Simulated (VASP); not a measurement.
Set up this calculation in VASP 6.6.1, as the native input.

| Property | Result |
| --- | --- |
| Task | single point |
| Functional | LDA |
| Potentials or basis | VASP PAW LDA potentials, release 64 (Pd) |
| Cutoff | 520 eV |
| k mesh | 12 × 12 × 12 |
| Occupations | fermi-dirac, width 0.05 eV |
| Spin | no spin polarisation |
| Dipole correction | no |
| Further INCAR settings | ALGO = Normal; EDIFF = 1e-06; NBANDS = 11 |

The structure of Pd lies in POSCAR:

```
Pd
1.0
   -1.5272344903      1.5272344903      1.5272344903
    1.5272344903     -1.5272344903      1.5272344903
    1.5272344903      1.5272344903     -1.5272344903
Pd
1
Direct
    0.0000000000      0.0000000000      0.0000000000
```

These files were run (other wordings do the same):

INCAR

```
PREC = Accurate
ENCUT = 520
EDIFF = 1E-6
ISMEAR = -1
SIGMA = 0.05
LREAL = F
LASPH = T
NELM = 60
ALGO = Normal
ISIF = 2
LWAVE = F
LCHARG = T
LELF = T
LVHAR = T
NBANDS = 11
```

KPOINTS

```
Automatic mesh
0
Gamma
  12 12 12
```

Potentials or basis: VASP PAW LDA potentials, release 64 (Pd).

Run with:

```sh
$ cat potpaw_LDA.64/Pd/POTCAR > POTCAR
$ mpirun -np 1 vasp_std > vasp.out
```

It gave:

| Property | Result |
| --- | --- |
| Pressure | 0.2 GPa |
| Band gap on the k mesh | zero (band 5 reaches 10.85 eV, above the bottom of band 6 at 9.05 eV) |

It took 5.4 s on 1 thread of Intel(R) Xeon(R) Platinum 8488C (Sapphire Rapids), with other jobs on the host, peak memory 0.12 GiB.
